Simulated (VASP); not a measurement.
# InCu3O3 (P4mm) in VASP: single point with PBE

Aim: the single point of InCu3O3 with PBE.

Program: VASP 6.6.1. These are calculated values, not measurements. Logs are shortened: lines on timing, memory, paths and dates and some standing lists are left out, and cuts for length are marked.

### Step 1. The cell of the first run

Symmetry: P4mm, No. 99, tetragonal system. Conventional cell: a = 3.988 Å, b = 3.988 Å, c = 5.798 Å, α = 90.00°, β = 90.00°, γ = 90.00°. Within 2.9 Å of In (site symmetry 4mm) lie 5 O at 2.16 to 2.19 Å. Cu (site symmetry 2mm) has 3 O at 2.04 to 2.32 Å and 2 Cu at 2.67 Å within 2.7 Å. Cu (site symmetry 4mm) has 4 O at 2.06 Å and 4 Cu at 2.67 Å within 2.7 Å. Within 2.7 Å of O (site symmetry 2mm) lie 3 Cu at 2.06 to 2.32 Å and 2 In at 2.16 Å. Within 2.7 Å of O (site symmetry 4mm) lie 4 Cu at 2.04 Å and 1 In at 2.19 Å.

The cell was generated, and may not be a known phase.

### Step 2. Single point, PBE, collinear spin

INCAR reads:

```
PREC = Accurate
ENCUT = 520
EDIFF = 1E-6
ISMEAR = 0
SIGMA = 0.1
LREAL = F
LASPH = T
NELM = 150
ALGO = Normal
ISIF = 2
LWAVE = F
LCHARG = F
ISPIN = 2
MAGMOM = 0 0 0 0.23 0 0 0
LORBIT = 11
LMAXMIX = 4
GGA = PE
NBANDS = 45
```

KPOINTS reads:

```
regular mesh
0
Gamma
  8 8 6
```

POSCAR reads:

```
InCu3O3
1.0
    3.9875489274      0.0000000000      0.0000000000
    0.0000000000      3.9875489274      0.0000000000
    0.0000000000      0.0000000000      5.7978472914
In Cu O
1 3 3
Direct
    0.5000000000      0.5000000000      0.9559313711
    0.0000000000      0.5000000000      0.5014692496
    0.5000000000      0.0000000000      0.5014692496
    0.0000000000      0.0000000000      0.1940498852
    0.0000000000      0.5000000000      0.1013556087
    0.5000000000      0.0000000000      0.1013556087
    0.5000000000      0.5000000000      0.5781028869
```

Potentials or basis: VASP PAW PBE potentials, release 64 (In_d, Cu, O).

Command:

```console
> cat potpaw_PBE.64/In_d/POTCAR potpaw_PBE.64/Cu/POTCAR potpaw_PBE.64/O/POTCAR > POTCAR
> mpirun -np 1 vasp_std > vasp.out
```

OUTCAR:

```text
PREC = Accurate
   ENCUT = 520
   EDIFF = 1E-6
   ISMEAR = 0
   LREAL = F
   LASPH = T
   NELM = 150
   ISIF = 2
   ISPIN = 2
   LORBIT = 11
   GGA = PE

 ion  position               nearest neighbor table
   1  0.500  0.500  0.956-   5 2.16   6 2.16   6 2.16   5 2.16   7 2.19   4 3.14   4 3.14   4 3.14
                             4 3.14   2 3.30   3 3.30   2 3.30   3 3.30
   2  0.000  0.500  0.501-   7 2.04   7 2.04   5 2.32   4 2.67   4 2.67   1 3.30   1 3.30
   3  0.500  0.000  0.501-   7 2.04   7 2.04   6 2.32   4 2.67   4 2.67   1 3.30   1 3.30
   4  0.000  0.000  0.194-   5 2.06   6 2.06   5 2.06   6 2.06   2 2.67   2 2.67   3 2.67   3 2.67
                             1 3.14   1 3.14   1 3.14   1 3.14
   5  0.000  0.500  0.101-   4 2.06   4 2.06   1 2.16   1 2.16   2 2.32
   6  0.500  0.000  0.101-   4 2.06   4 2.06   1 2.16   1 2.16   3 2.32
   7  0.500  0.500  0.578-   2 2.04   3 2.04   3 2.04   2 2.04   1 2.19

  LATTYP: Found a simple tetragonal cell.
 ALAT       =     3.9875489274
 C/A-ratio  =     1.4539877496

  Lattice vectors:

 A1 = (   3.9875489274,   0.0000000000,   0.0000000000)
 A2 = (   0.0000000000,   3.9875489274,   0.0000000000)
 A3 = (   0.0000000000,   0.0000000000,   5.7978472914)

Analysis of symmetry for initial positions (statically):
=====================================================================
 Subroutine PRICEL returns:
 Original cell was already a primitive cell.

 Routine SETGRP: Setting up the symmetry group for a
 simple tetragonal supercell.

 Subroutine GETGRP returns: Found  8 space group operations
 (whereof  8 operations were pure point group operations)
 out of a pool of 16 trial point group operations.

The static configuration has the point symmetry C_4v.

Analysis of symmetry for dynamics (positions and initial velocities):
=====================================================================
 Subroutine PRICEL returns:
 Original cell was already a primitive cell.

 Routine SETGRP: Setting up the symmetry group for a
 simple tetragonal supercell.

 Subroutine GETGRP returns: Found  8 space group operations
 (whereof  8 operations were pure point group operations)
 out of a pool of 16 trial point group operations.

The dynamic configuration has the point symmetry C_4v.

Analysis of structural, dynamic, and magnetic symmetry:
=====================================================================
 Subroutine PRICEL returns:
 Original cell was already a primitive cell.

 Routine SETGRP: Setting up the symmetry group for a
 simple tetragonal supercell.

 Subroutine GETGRP returns: Found  8 space group operations
 (whereof  8 operations were pure point group operations)
 out of a pool of 16 trial point group operations.

The overall configuration has the point symmetry C_4v.

 Subroutine INISYM returns: Found  8 space group operations
 (whereof  8 operations are pure point group operations),
 and found     1 'primitive' translations

----------------------------------------------------------------------------------------

                                     Primitive cell

  volume of cell :      92.1889

  direct lattice vectors                    reciprocal lattice vectors
     3.987548927  0.000000000  0.000000000     0.250780622  0.000000000  0.000000000
     0.000000000  3.987548927  0.000000000     0.000000000  0.250780622  0.000000000
     0.000000000  0.000000000  5.797847291     0.000000000  0.000000000  0.172477809

  length of vectors
     3.987548927  3.987548927  5.797847291     0.250780622  0.250780622  0.172477809

  position of ions in fractional coordinates (direct lattice)
     0.500000000  0.500000000  0.955931371
     0.000000000  0.500000000  0.501469250
     0.500000000  0.000000000  0.501469250
     0.000000000  0.000000000  0.194049885
     0.000000000  0.500000000  0.101355609
     0.500000000  0.000000000  0.101355609
     0.500000000  0.500000000  0.578102887

  ion indices of the primitive-cell ions
   primitive index   ion index
                 1           1
                 2           2
                 3           3
                 4           4
                 5           5
                 6           6
                 7           7

----------------------------------------------------------------------------------------

 KPOINTS: regular mesh

Automatic generation of k-mesh.
 Grid dimensions read from file:
 generate k-points for:    8    8    6

 Generating k-lattice:

  Cartesian coordinates                     Fractional coordinates (reciprocal lattice)
     0.031347578  0.000000000  0.000000000     0.125000000  0.000000000  0.000000000
     0.000000000  0.031347578  0.000000000     0.000000000  0.125000000  0.000000000
     0.000000000  0.000000000  0.028746302     0.000000000  0.000000000  0.166666667

  Length of vectors
     0.031347578  0.031347578  0.028746302

  Shift w.r.t. Gamma in fractional coordinates (k-lattice)
     0.000000000  0.000000000  0.000000000

 Subroutine IBZKPT returns following result:
 ===========================================

 Found     60 irreducible k-points:

 Following reciprocal coordinates:
            Coordinates               Weight
  0.000000  0.000000  0.000000      1.000000
  0.125000  0.000000  0.000000      4.000000
  0.250000  0.000000  0.000000      4.000000
  0.375000  0.000000  0.000000      4.000000
  0.500000  0.000000  0.000000      2.000000
  0.125000  0.125000  0.000000      4.000000
[... 16 lines left out ...]
  0.375000  0.125000  0.166667     16.000000
  0.500000  0.125000  0.166667      8.000000
 [... further k-points ...]
   k-points           NKPTS =     60   k-points in BZ     NKDIM =     60   number of bands    NBANDS=     45
   number of dos      NEDOS =    301   number of ions     NIONS =      7
   total plane-waves  NPLWV =  43200
   dimension x,y,z NGX =    30 NGY =   30 NGZ =   48
   dimension x,y,z NGXF=    60 NGYF=   60 NGZF=   96
   ions per type =               1   3   3
   NGX,Y,Z   is equivalent  to a cutoff of  12.51, 12.51, 13.76 a.u.
   NGXF,Y,Z  is equivalent  to a cutoff of  25.01, 25.01, 27.53 a.u.
 SYSTEM =  unknown system
   PREC   = accura    normal or accurate (medium, high low for compatibility)
   ISTART =      0    job   : 0-new  1-cont  2-samecut
   ICHARG =      2    charge: 1-file 2-atom 10-const
   ISPIN  =      2    spin polarized calculation?
   LNONCOLLINEAR =      F non collinear calculations
   LSORBIT =      F    spin-orbit coupling
   LASPH  =      T    aspherical Exc in radial PAW
   ENCUT  =  520.0 eV  38.22 Ry    6.18 a.u.   7.41  7.41 10.78*2*pi/ulx,y,z
   NELM   =    150;   NELMIN=  2; NELMDL= -5     # of ELM steps
   EDIFF  = 0.1E-05   stopping-criterion for ELM
   LREAL  =      F    real-space projection
   EDIFFG = 0.1E-04   stopping-criterion for IOM
   NSW    =      0    number of steps for IOM
   IBRION =     -1    ionic relax: 0-MD 1-quasi-New 2-CG
   NFREE  =      0    steps in history (QN), initial steepest desc. (CG)
   ISIF   =      2    stress and relaxation
   ISYM   =      2    0-nonsym 1-usesym 2-fastsym
   POTIM  = 0.5000    time-step for ionic-motion
   TEBEG  =    0.0;   TEEND  =   0.0 temperature during run
   PSTRESS=    0.0 pullay stress
   NELECT =      64.0000    total number of electrons
   NUPDOWN=      -1.0000    fix difference up-down
   EMIN   =  10.00;   EMAX   =-10.00  energy-range for DOS
   EFERMI =   0.00;   METHOD = LEGACY
   ISMEAR =     0;   SIGMA  =   0.10  broadening in eV -4-tet -1-fermi 0-gaus
   EFERMI_NEDOS =   21; number of points for ismear=-14 and -15
   IALGO  =     38    algorithm
   IMIX   =      4    mixing-type and parameters
     AMIX     =   0.40;   BMIX     =  1.00
     AMIX_MAG =   1.60;   BMIX_MAG =  1.00
  volume/ion in A,a.u.               =      13.17        88.87
  Fermi-wavevector in a.u.,A,eV,Ry     =   1.449579  2.739307 28.589639  2.101279
  Thomas-Fermi vector in A             =   2.567289
   LORBIT       =     11    0 simple, 1 ext, 2 COOP (PROOUT), +10 PAW based schemes
   GGA     = PE    functional components
   LHFCALC =     F    Hartree Fock is set to
   AEXX    =    0.0000 exact exchange contribution
   IVDW    =     0    specifies the selected vdW correction
   LEPSILON=     F    determine dielectric tensor
   LRPA    =     F    only Hartree local field effects (RPA)
 spin polarized calculation
 Gauss-broadening in eV      SIGMA  =   0.10
  energy-cutoff  :      520.00
  volume of cell :       92.19
 maximum number of plane-waves:      2518
 NGX is ok and might be reduce to    30
   NGX = 15   NGY = 15   NGZ = 21

 number of electron      64.0000052 magnetization       0.0535389

 Free energy of the ion-electron system (eV)
  ---------------------------------------------------
  ext. energy  EPLUGINS =         0.00000000
  ---------------------------------------------------
  free energy    TOTEN  =       -32.77772435 eV

  energy without entropy =      -32.76480985  energy(sigma->0) =      -32.77126710

 E-fermi :   5.8476     XC(G=0): -10.9308

 val. band max:        5.8471813513   @ k =   0.3750   0.2500   0.0000
 cond. band min:       5.8607261168   @ k =   0.5000   0.2500   0.1667
 fundamental gap:      0.0135447655
 Fermi energy:         5.8476153344

 spin component 1

 k-point     1 :       0.0000    0.0000    0.0000
  band No.  band energies     occupation
      1     -13.9917      1.00000
      2     -13.6261      1.00000
      3     -12.8587      1.00000
      4      -8.7868      1.00000
      5      -8.7868      1.00000
      6      -8.5705      1.00000
[... 36 lines left out ...]
     43      16.9020      0.00000
     44      17.1162      0.00000

 k-point     2 :       0.1250    0.0000    0.0000
  band No.  band energies     occupation
      1     -13.9662      1.00000
      2     -13.5877      1.00000
      3     -12.8698      1.00000
      4      -8.7858      1.00000
      5      -8.7846      1.00000
      6      -8.5780      1.00000
[... 1026 lines left out ...]
 k-point    24 :       0.5000    0.1250    0.1667
  band No.  band energies     occupation
      1     -13.8050      1.00000
      2     -13.1519      1.00000
      3     -13.0912      1.00000
      4      -8.7923      1.00000
      5      -8.6324      1.00000
      6      -8.6268      1.00000
[... 36 lines left out ...]
     43      16.3943      0.00000
     44      16.4177      0.00000

 [... further k-points ...]

 spin component 2

 k-point     1 :       0.0000    0.0000    0.0000
  band No.  band energies     occupation
      1     -13.9895      1.00000
      2     -13.6147      1.00000
      3     -12.8448      1.00000
      4      -8.7869      1.00000
      5      -8.7869      1.00000
      6      -8.5705      1.00000
[... 36 lines left out ...]
     43      16.9040      0.00000
     44      17.1156      0.00000

 k-point     2 :       0.1250    0.0000    0.0000
  band No.  band energies     occupation
      1     -13.9645      1.00000
      2     -13.5759      1.00000
      3     -12.8558      1.00000
      4      -8.7859      1.00000
      5      -8.7846      1.00000
      6      -8.5780      1.00000
[... 1026 lines left out ...]
 k-point    24 :       0.5000    0.1250    0.1667
  band No.  band energies     occupation
      1     -13.8049      1.00000
      2     -13.1381      1.00000
      3     -13.0768      1.00000
      4      -8.7924      1.00000
      5      -8.6322      1.00000
      6      -8.6269      1.00000
[... 36 lines left out ...]
     43      16.3961      0.00000
     44      16.4174      0.00000

 [... further k-points ...]

 [bands above 44 left out]

------------------------ aborting loop because EDIFF is reached ----------------------------------------

  FORCE on cell =-STRESS in cart. coord.  units (eV):
  Direction    XX          YY          ZZ          XY          YZ          ZX
  --------------------------------------------------------------------------------------
  -------------------------------------------------------------------------------------
  Total        0.3868249      0.3868249      0.0903779      0.0000000      0.0000000      0.0000000
  in kB        6.7227383      6.7227383      1.5707022      0.0000000      0.0000000      0.0000000
  external PRESSURE =       5.0053930 kB  Pullay stress =       0.0000000 kB

 VOLUME and BASIS-vectors are now :
 -----------------------------------------------------------------------------
  energy-cutoff  :      520.00
  volume of cell :       92.19
      direct lattice vectors                 reciprocal lattice vectors
     3.987548927  0.000000000  0.000000000     0.250780622  0.000000000  0.000000000
     0.000000000  3.987548927  0.000000000     0.000000000  0.250780622  0.000000000
     0.000000000  0.000000000  5.797847291     0.000000000  0.000000000  0.172477809

 POSITION                                       TOTAL-FORCE (eV/Angst)
 -----------------------------------------------------------------------------------
      1.99377      1.99377      5.54234        -0.000000     -0.000000     -0.003207
      0.00000      1.99377      2.90744         0.000000     -0.000000     -0.013657
      1.99377      0.00000      2.90744        -0.000000     -0.000000     -0.013657
      0.00000      0.00000      1.12507        -0.000000     -0.000000     -0.000313
      0.00000      1.99377      0.58764        -0.000000     -0.000000      0.010486
      1.99377      0.00000      0.58764        -0.000000      0.000000      0.010486
      1.99377      1.99377      3.35175        -0.000000     -0.000000      0.009862
 -----------------------------------------------------------------------------------
    total drift:                                0.000000     -0.000000     -0.000878

  FREE ENERGIE OF THE ION-ELECTRON SYSTEM (eV)
  ---------------------------------------------------
  free  energy   TOTEN  =       -32.7777243471 eV

  energy  without entropy=      -32.7648098501  energy(sigma->0) =      -32.77126710

 total charge

# of ion       s       p       d       tot
------------------------------------------
    1        0.682   0.609  10.028  11.319
    2        0.325   0.250   9.270   9.845
    3        0.325   0.250   9.270   9.845
    4        0.345   0.331   9.217   9.892
    5        1.577   3.388   0.000   4.966
    6        1.577   3.388   0.000   4.966
    7        1.566   3.366   0.000   4.933
--------------------------------------------------
tot          6.399  11.582  37.784  55.765

 magnetization (x)

# of ion       s       p       d       tot
------------------------------------------
    1       -0.000   0.000  -0.000  -0.000
    2        0.000  -0.000   0.000   0.000
    3        0.000  -0.000   0.000   0.000
    4       -0.000   0.000   0.038   0.038
    5        0.000   0.009   0.000   0.009
    6        0.000   0.009   0.000   0.009
    7        0.000  -0.000   0.000  -0.000
--------------------------------------------------
tot          0.000   0.018   0.038   0.057
```

It took 9.7 min on 1 thread of Oxide Virtual Turin-like, shared host; peak memory 0.44 GiB.

What came out:

| Quantity | Value |
| --- | --- |
| Free energy | -32.7777 eV |
| Pressure | 0.5 GPa |
| Largest force | 0.014 eV/Å |
| Net moment | 0.05 μB per cell |
| Site moments | In -0.00; Cu +0.00, +0.04 (each value once); O +0.01, -0.00 (each value once) μB |
| Valence electrons inside the program's atomic spheres | In 11.32; Cu 9.85, 9.89 (each value once); O 4.97, 4.93 (each value once) |

Forces on the atoms (eV/Å):
```
In   0.000  0.000 -0.003
Cu   0.000  0.000 -0.014
Cu   0.000  0.000 -0.014
Cu   0.000  0.000  0.000
O    0.000  0.000  0.010
O    0.000  0.000  0.010
O    0.000  0.000  0.010
```

Caveat: spin-orbit coupling is left out, which moves the levels of the heavy elements.
